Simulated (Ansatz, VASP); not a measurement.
# Two plane-wave programs on Ge

```
Ge
1.0
     0.05086    2.83099    2.83099
     2.83099    0.05086    2.83099
     2.83099    2.83099    0.05086
Ge
2
Direct
  0.00113 0.00113 0.00113
  0.24887 0.24887 0.24887
```

Change from the starting cell: epitaxial_111 strain -2.0%.

Alike in both runs: task single point; functional PBE; k mesh 8 × 8 × 8; occupations fermi-dirac, width 0.02 eV; no spin polarisation.

|  | VASP | Ansatz |
| --- | --- | --- |
| version | VASP 6.6.1 | Ansatz 0.2.0 |
| potentials or method | VASP PAW PBE potentials, release 64 (Ge_d) | plane waves, PAW |
| plane-wave cutoff (eV) | 520 | 420 |
| valence electrons in the cell | 28 | 28 |

Ansatz gave:

| Quantity | Value |
| --- | --- |
| pressure (GPa) | 5.6 |
| traceless stress, the component that is largest in VASP (GPa) | -1.22 |
| rms of the force components (eV/Å) | 0.019 |

Task: Which values does VASP return?

Result: Pressure (GPa): 5.6; traceless stress, the component that is largest in VASP (GPa): -1.22; rms of the force components (eV/Å): 0.017.

Atom by atom the forces differ by 0.001 eV/Å (rms over components).
